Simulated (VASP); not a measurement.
# CsSnBr3 (Pm-3m) in VASP: a series of runs

The runs below take CsSnBr3 through relaxation of cell and atoms, with PBEsol.

Everything below comes from runs of VASP 6.6.1. Logs are shortened: lines on timing, memory, paths and dates and some standing lists are left out, and cuts for length are marked.

## 1. The cell of the first run

Symmetry: Pm-3m, No. 221, cubic system. Conventional cell: a = 5.839 Å, b = 5.839 Å, c = 5.839 Å, α = 90.00°, β = 90.00°, γ = 90.00°. Cs (site symmetry m-3m) has 12 Br at 4.13 Å and 8 Sn at 5.06 Å within 5.4 Å. Sn (site symmetry m-3m) has 6 Br at 2.92 Å within 3.8 Å. Within 3.8 Å of Br (site symmetry 4/mmm) lie 2 Sn at 2.92 Å.

## 2. Relaxation of cell and atoms, PBEsol

The input, INCAR:

```
  ALGO = Normal
  EDIFF = 1E-6
  EDIFFG = -0.01
  ENCUT = 600
  GGA = PS
  IBRION = 2
  ISIF = 3
  ISMEAR = 0
  KPAR = 2
  LASPH = T
  LCHARG = F
  LREAL = F
  LWAVE = F
  NELM = 80
  NSW = 90
  PREC = Accurate
  SIGMA = 0.03
```

The input, KPOINTS:

```
k-points
0
Gamma
  6 6 6
```

The input, POSCAR:

```
CsSnBr3
1.0
    5.8390056100      0.0000000000      0.0000000000
    0.0000000000      5.8390056100      0.0000000000
    0.0000000000      0.0000000000      5.8390056100
Cs Sn Br
1 1 3
Direct
    0.0000000000      0.0000000000      0.0000000000
    0.5000000000      0.5000000000      0.5000000000
    0.5000000000      0.0000000000      0.5000000000
    0.5000000000      0.5000000000      0.0000000000
    0.0000000000      0.5000000000      0.5000000000
```

Potentials or basis: VASP PAW PBE potentials, release 64 (Cs_sv, Sn_d, Br).

Started as:

```bash
$ cat potpaw_PBE.64/Cs_sv/POTCAR potpaw_PBE.64/Sn_d/POTCAR potpaw_PBE.64/Br/POTCAR > POTCAR
$ mpirun -np 2 vasp_std > vasp.out
```

OUTCAR:

```text
EDIFF = 1E-6
   EDIFFG = -0.01
   ENCUT = 600
   GGA = PS
   IBRION = 2
   ISIF = 3
   ISMEAR = 0
   LASPH = T
   LREAL = F
   NELM = 80
   NSW = 90
   PREC = Accurate

 ion  position               nearest neighbor table
   1  0.000  0.000  0.000-
   2  0.500  0.500  0.500-   3 2.92   4 2.92   5 2.92   4 2.92   3 2.92   5 2.92
   3  0.500  0.000  0.500-   2 2.92   2 2.92
   4  0.500  0.500  0.000-   2 2.92   2 2.92
   5  0.000  0.500  0.500-   2 2.92   2 2.92

  LATTYP: Found a simple cubic cell.
 ALAT       =     5.8390056100

  Lattice vectors:

 A1 = (   5.8390056100,   0.0000000000,   0.0000000000)
 A2 = (   0.0000000000,   5.8390056100,   0.0000000000)
 A3 = (   0.0000000000,   0.0000000000,   5.8390056100)

Analysis of symmetry for initial positions (statically):
=====================================================================
 Subroutine PRICEL returns:
 Original cell was already a primitive cell.

 Routine SETGRP: Setting up the symmetry group for a
 simple cubic supercell.

 Subroutine GETGRP returns: Found 48 space group operations
 (whereof 48 operations were pure point group operations)
 out of a pool of 48 trial point group operations.

The static configuration has the point symmetry O_h .

Analysis of symmetry for dynamics (positions and initial velocities):
=====================================================================
 Subroutine PRICEL returns:
 Original cell was already a primitive cell.

 Routine SETGRP: Setting up the symmetry group for a
 simple cubic supercell.

 Subroutine GETGRP returns: Found 48 space group operations
 (whereof 48 operations were pure point group operations)
 out of a pool of 48 trial point group operations.

The dynamic configuration has the point symmetry O_h .

 Subroutine INISYM returns: Found 48 space group operations
 (whereof 48 operations are pure point group operations),
 and found     1 'primitive' translations

----------------------------------------------------------------------------------------

                                     Primitive cell

  volume of cell :     199.0750

  direct lattice vectors                    reciprocal lattice vectors
     5.839005610  0.000000000  0.000000000     0.171262038  0.000000000  0.000000000
     0.000000000  5.839005610  0.000000000     0.000000000  0.171262038  0.000000000
     0.000000000  0.000000000  5.839005610     0.000000000  0.000000000  0.171262038

  length of vectors
     5.839005610  5.839005610  5.839005610     0.171262038  0.171262038  0.171262038

  position of ions in fractional coordinates (direct lattice)
     0.000000000  0.000000000  0.000000000
     0.500000000  0.500000000  0.500000000
     0.500000000  0.000000000  0.500000000
     0.500000000  0.500000000  0.000000000
     0.000000000  0.500000000  0.500000000

  ion indices of the primitive-cell ions
   primitive index   ion index
                 1           1
                 2           2
                 3           3
                 4           4
                 5           5

----------------------------------------------------------------------------------------

 KPOINTS: k-points

Automatic generation of k-mesh.
 Grid dimensions read from file:
 generate k-points for:    6    6    6

 Generating k-lattice:

  Cartesian coordinates                     Fractional coordinates (reciprocal lattice)
     0.028543673  0.000000000  0.000000000     0.166666667  0.000000000  0.000000000
     0.000000000  0.028543673  0.000000000     0.000000000  0.166666667  0.000000000
     0.000000000  0.000000000  0.028543673     0.000000000  0.000000000  0.166666667

  Length of vectors
     0.028543673  0.028543673  0.028543673

  Shift w.r.t. Gamma in fractional coordinates (k-lattice)
     0.000000000  0.000000000  0.000000000

 Subroutine IBZKPT returns following result:
 ===========================================

 Found     20 irreducible k-points:

 Following reciprocal coordinates:
            Coordinates               Weight
  0.000000  0.000000  0.000000      1.000000
  0.166667  0.000000  0.000000      6.000000
  0.333333  0.000000  0.000000      6.000000
  0.500000  0.000000  0.000000      3.000000
  0.166667  0.166667  0.000000     12.000000
  0.333333  0.166667  0.000000     24.000000
[... 12 lines left out ...]
  0.500000  0.500000  0.333333      6.000000
  0.500000  0.500000  0.500000      1.000000
   k-points           NKPTS =     20   k-points in BZ     NKDIM =     20   number of bands    NBANDS=     26
   number of dos      NEDOS =    301   number of ions     NIONS =      5
   total plane-waves  NPLWV = 110592
   dimension x,y,z NGX =    48 NGY =   48 NGZ =   48
   dimension x,y,z NGXF=    96 NGYF=   96 NGZF=   96
   ions per type =               1   1   3
   NGX,Y,Z   is equivalent  to a cutoff of  13.67, 13.67, 13.67 a.u.
   NGXF,Y,Z  is equivalent  to a cutoff of  27.33, 27.33, 27.33 a.u.
 SYSTEM =  unknown system
   PREC   = accura    normal or accurate (medium, high low for compatibility)
   ISTART =      0    job   : 0-new  1-cont  2-samecut
   ICHARG =      2    charge: 1-file 2-atom 10-const
   ISPIN  =      1    spin polarized calculation?
   LNONCOLLINEAR =      F non collinear calculations
   LSORBIT =      F    spin-orbit coupling
   LASPH  =      T    aspherical Exc in radial PAW
   ENCUT  =  600.0 eV  44.10 Ry    6.64 a.u.  11.66 11.66 11.66*2*pi/ulx,y,z
   NELM   =     80;   NELMIN=  2; NELMDL= -5     # of ELM steps
   EDIFF  = 0.1E-05   stopping-criterion for ELM
   LREAL  =      F    real-space projection
   EDIFFG = -.1E-01   stopping-criterion for IOM
   NSW    =     90    number of steps for IOM
   IBRION =      2    ionic relax: 0-MD 1-quasi-New 2-CG
   NFREE  =      1    steps in history (QN), initial steepest desc. (CG)
   ISIF   =      3    stress and relaxation
   ISYM   =      2    0-nonsym 1-usesym 2-fastsym
   POTIM  = 0.5000    time-step for ionic-motion
   TEBEG  =    0.0;   TEEND  =   0.0 temperature during run
   PSTRESS=    0.0 pullay stress
   NELECT =      44.0000    total number of electrons
   NUPDOWN=      -1.0000    fix difference up-down
   EMIN   =  10.00;   EMAX   =-10.00  energy-range for DOS
   EFERMI =   0.00;   METHOD = LEGACY
   ISMEAR =     0;   SIGMA  =   0.03  broadening in eV -4-tet -1-fermi 0-gaus
   EFERMI_NEDOS =   21; number of points for ismear=-14 and -15
   IALGO  =     38    algorithm
   IMIX   =      4    mixing-type and parameters
     AMIX     =   0.40;   BMIX     =  1.00
     AMIX_MAG =   1.60;   BMIX_MAG =  1.00
  volume/ion in A,a.u.               =      39.81       268.68
  Fermi-wavevector in a.u.,A,eV,Ry     =   0.989814  1.870477 13.330054  0.979731
  Thomas-Fermi vector in A             =   2.121439
   LORBIT       =      0    0 simple, 1 ext, 2 COOP (PROOUT), +10 PAW based schemes
   GGA     = PS    functional components
   LHFCALC =     F    Hartree Fock is set to
   AEXX    =    0.0000 exact exchange contribution
   IVDW    =     0    specifies the selected vdW correction
   LEPSILON=     F    determine dielectric tensor
   LRPA    =     F    only Hartree local field effects (RPA)
 conjugate gradient relaxation of ions
 non-spin polarized calculation
 Gauss-broadening in eV      SIGMA  =   0.03
  energy-cutoff  :      600.00
  volume of cell :      199.07
 maximum number of plane-waves:      6704
 NGX is ok and might be reduce to    48
   NGX = 23   NGY = 23   NGZ = 23

--------------------------------------- Ionic step        1  -------------------------------------------

 number of electron      44.0000008 magnetization

 Free energy of the ion-electron system (eV)
  ---------------------------------------------------
  ext. energy  EPLUGINS =         0.00000000
  ---------------------------------------------------
  free energy    TOTEN  =       -16.79119746 eV

  energy without entropy =      -16.79119746  energy(sigma->0) =      -16.79119746

------------------------ aborting loop because EDIFF is reached ----------------------------------------

  FORCE on cell =-STRESS in cart. coord.  units (eV):
  Direction    XX          YY          ZZ          XY          YZ          ZX
  --------------------------------------------------------------------------------------
  -------------------------------------------------------------------------------------
  Total       -0.9627055     -0.9627055     -0.9627055     -0.0000000      0.0000000      0.0000000
  in kB       -7.7479600     -7.7479600     -7.7479600     -0.0000000      0.0000000      0.0000000
  external PRESSURE =      -7.7479600 kB  Pullay stress =       0.0000000 kB

 VOLUME and BASIS-vectors are now :
 -----------------------------------------------------------------------------
  energy-cutoff  :      600.00
  volume of cell :      199.07
      direct lattice vectors                 reciprocal lattice vectors
     5.839005610  0.000000000  0.000000000     0.171262038  0.000000000  0.000000000
     0.000000000  5.839005610  0.000000000     0.000000000  0.171262038  0.000000000
     0.000000000  0.000000000  5.839005610     0.000000000  0.000000000  0.171262038

 POSITION                                       TOTAL-FORCE (eV/Angst)
 -----------------------------------------------------------------------------------
      0.00000      0.00000      0.00000         0.000000      0.000000      0.000000
      2.91950      2.91950      2.91950         0.000000      0.000000      0.000000
      2.91950      0.00000      2.91950         0.000000      0.000000      0.000000
      2.91950      2.91950      0.00000         0.000000      0.000000      0.000000
      0.00000      2.91950      2.91950         0.000000      0.000000      0.000000
 -----------------------------------------------------------------------------------
    total drift:                                0.000000     -0.000000     -0.000000

  FREE ENERGIE OF THE ION-ELECTRON SYSTEM (eV)
  ---------------------------------------------------
  free  energy   TOTEN  =       -16.7911974581 eV
[... 26 lines left out ...]
 POSITION                                       TOTAL-FORCE (eV/Angst)
 -----------------------------------------------------------------------------------
      0.00000      0.00000      0.00000        -0.000000     -0.000000      0.000000
      2.89238      2.89238      2.89238         0.000000      0.000000      0.000000
      2.89238      0.00000      2.89238        -0.000000     -0.000000      0.000000
      2.89238      2.89238      0.00000        -0.000000     -0.000000      0.000000
     -0.00000      2.89238      2.89238        -0.000000     -0.000000      0.000000
 -----------------------------------------------------------------------------------
    total drift:                                0.000000     -0.000000     -0.000000

  FREE ENERGIE OF THE ION-ELECTRON SYSTEM (eV)
  ---------------------------------------------------
  free  energy   TOTEN  =       -16.8080700518 eV

  energy  without entropy=      -16.8080700518  energy(sigma->0) =      -16.80807005

--------------------------------------- Ionic step        3  -------------------------------------------

 number of electron      44.0000011 magnetization

 Free energy of the ion-electron system (eV)
  ---------------------------------------------------
  ext. energy  EPLUGINS =         0.00000000
  ---------------------------------------------------
  free energy    TOTEN  =       -16.80917536 eV

  energy without entropy =      -16.80917536  energy(sigma->0) =      -16.80917536

 E-fermi :   2.6385     XC(G=0):  -7.9952

 val. band max:        2.5287141069   @ k =   0.5000   0.5000   0.5000
 cond. band min:       2.7526331810   @ k =   0.5000   0.5000   0.5000
 fundamental gap:      0.2239190741
 Fermi energy:         2.6384864776

 k-point     1 :       0.0000    0.0000    0.0000
  band No.  band energies     occupation
      1     -19.9088      2.00000
      2     -19.7184      2.00000
      3     -19.7184      2.00000
      4     -19.6812      2.00000
      5     -19.6812      2.00000
      6     -19.6812      2.00000
[... 18 lines left out ...]
     25       5.4447      0.00000
     26       6.0888      0.00000

 k-point     2 :       0.1667    0.0000    0.0000
  band No.  band energies     occupation
      1     -19.9084      2.00000
      2     -19.7184      2.00000
      3     -19.7164      2.00000
      4     -19.6812      2.00000
      5     -19.6812      2.00000
      6     -19.6812      2.00000
[... 553 lines left out ...]
 VOLUME and BASIS-vectors are now :
 -----------------------------------------------------------------------------
  energy-cutoff  :      600.00
  volume of cell :      191.98
      direct lattice vectors                 reciprocal lattice vectors
     5.768823469 -0.000000000  0.000000000     0.173345571  0.000000000  0.000000000
    -0.000000000  5.768823469 -0.000000000     0.000000000  0.173345571 -0.000000000
    -0.000000000  0.000000000  5.768823469    -0.000000000  0.000000000  0.173345571

 POSITION                                       TOTAL-FORCE (eV/Angst)
 -----------------------------------------------------------------------------------
      0.00000      0.00000      0.00000        -0.000000     -0.000000      0.000000
      2.88441      2.88441      2.88441         0.000000      0.000000      0.000000
      2.88441      0.00000      2.88441        -0.000000     -0.000000      0.000000
      2.88441      2.88441      0.00000        -0.000000     -0.000000      0.000000
     -0.00000      2.88441      2.88441        -0.000000     -0.000000      0.000000
 -----------------------------------------------------------------------------------
    total drift:                                0.000000     -0.000000     -0.000000

  FREE ENERGIE OF THE ION-ELECTRON SYSTEM (eV)
  ---------------------------------------------------
  free  energy   TOTEN  =       -16.8091753620 eV

  energy  without entropy=      -16.8091753618  energy(sigma->0) =      -16.80917536

 reached required accuracy - stopping structural energy minimisation
```

Run time: 2.1 min. Hardware: 2 MPI ranks of Intel Xeon Platinum 8488C (Sapphire Rapids), shared host; peak memory 0.42 GiB.

Results:

```
Free energy                           : -16.8092 eV
Relaxed volume                        : 38.40 Å³/atom
Relaxed cell                          : a = 5.769 Å, b = 5.769 Å, c = 5.769 Å, α = 90.00°, β = 90.00°, γ = 90.00°
Space group after relaxing (to 0.1 Å) : Pm-3m (No. 221)
Energy gained by relaxing             : 3.6 meV/atom
Ionic steps                           : 3
Pressure after relaxing               : 0.0 GPa
Band gap on the k mesh                : 0.22 eV
```

The path:
```csv
step,energy change (eV),largest force (eV/Å),pressure (GPa),volume (Å³)
1,0.0000,0.0000,-0.77,199.07
2,-0.0169,0.0000,-0.19,193.58
3,-0.0180,0.0000,-0.02,191.98
```

Final structure:
```
CELL_PARAMETERS angstrom
5.76882 0.00000 0.00000
0.00000 5.76882 0.00000
0.00000 0.00000 5.76882
ATOMIC_POSITIONS crystal
Cs 0.00000 0.00000 0.00000
Sn 0.50000 0.50000 0.50000
Br 0.50000 0.00000 0.50000
Br 0.50000 0.50000 0.00000
Br 0.00000 0.50000 0.50000
```

Caveat: the PAW data sets were made with another functional, which shifts forces and pressure a little; spin-orbit coupling is left out, which moves the levels of the heavy elements. A k mesh can miss the band edges.

(Continued in part 2 of 2.)
